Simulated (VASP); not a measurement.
# Os: electric field gradients with r2SCAN

Crystal: Os.

```
Os
1.0
     2.72770    0.00000    0.00000
    -1.36385    2.36226    0.00000
     0.00000    0.00000    4.29728
Os
2
Direct
  0.33333 0.66667 0.25000
  0.66667 0.33333 0.75000
```

```json
{"Program": "VASP 6.6.1", "Task": "electric field gradients", "Functional": "r2SCAN", "Potentials or basis": "VASP PAW PBE potentials, release 64 (Os_sv_GW)", "Cutoff": "460 eV", "k mesh": "15 × 15 × 9", "Occupations": "fermi-dirac, width 0.05 eV", "Spin": "no spin polarisation", "Dipole correction": "no", "Further INCAR settings": "ALGO = Normal; EDIFF = 1e-08; NBANDS = 23"}
```

```json
{
  "Pressure": "2.7 GPa",
  "Band gap on the k mesh": "zero (bands 16 and 17 overlap by 4.02 eV)",
  "Largest electric field gradient by atom": "Os -72.9 V/Å²"
}
```

Stress tensor (GPa, compression positive):
```
1.91 0.00 0.00
0.00 1.91 0.00
0.00 0.00 4.24
```

Levels at points of the mesh, in eV from the Fermi level:
```
           k point  band 13  band 14  band 15  band 16  band 17  band 18  band 19  band 20
(0.00, 0.00, 0.00)    -2.90    -2.32    -2.32    -1.68    -1.68     0.02     1.79     1.79
```

Electric field gradients, principal values (V/Å²):
| atom | least | middle | greatest (by size) |
| --- | --- | --- | --- |
| 1 Os | 36.449 | 36.450 | -72.899 |
| 2 Os | 36.449 | 36.450 | -72.899 |

It took 13 min on 1 thread of AMD EPYC 7571, on a shared host, peak memory 0.16 GiB.

Caveat: without QUAD_EFG the Cq values of the log hold for a quadrupole moment of 1 mb, not for the nuclei; the PAW data sets were made with another functional, which shifts forces and pressure a little; spin-orbit coupling is left out, which moves the levels of the heavy elements.
